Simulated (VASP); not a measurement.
Al, 2 atoms in the cell. It takes space group P6_3/mmc (No. 194, hexagonal). Conventional cell: a = 2.812 Å, b = 2.812 Å, c = 4.867 Å, α = 90.00°, β = 90.00°, γ = 120.00°. Within 3.7 Å of Al (site symmetry -6m2) lie 12 Al at 2.81 to 2.93 Å. 

| Quantity | Value |
| --- | --- |
| Program | VASP 6.6.1 |
| Task | single point |
| Functional | PBE |
| Potentials or basis | VASP PAW PBE potentials, release 64 (Al) |
| Cutoff | 520 eV |
| k mesh | 11 × 11 × 6 |
| Occupations | fermi-dirac, width 0.05 eV |
| Spin | no spin polarisation |
| Dipole correction | no |
| Further INCAR settings | ALGO = Normal; EDIFF = 1e-07; NBANDS = 10 |

Potentials or basis: VASP PAW PBE potentials, release 64 (Al).

Launch:

```console
$ cat potpaw_PBE.64/Al/POTCAR > POTCAR
$ mpirun -np 1 vasp_std > vasp.out
```

Hardware: 1 thread of Intel(R) Xeon(R) Platinum 8488C (Sapphire Rapids), with other jobs on the host.

**Question.** Estimate the wall time of this run.

**Answer.** It took 8.7 s on 1 thread of Intel(R) Xeon(R) Platinum 8488C (Sapphire Rapids), with other jobs on the host, peak memory 0.15 GiB. Counts: scf iterations 11, k points 64.
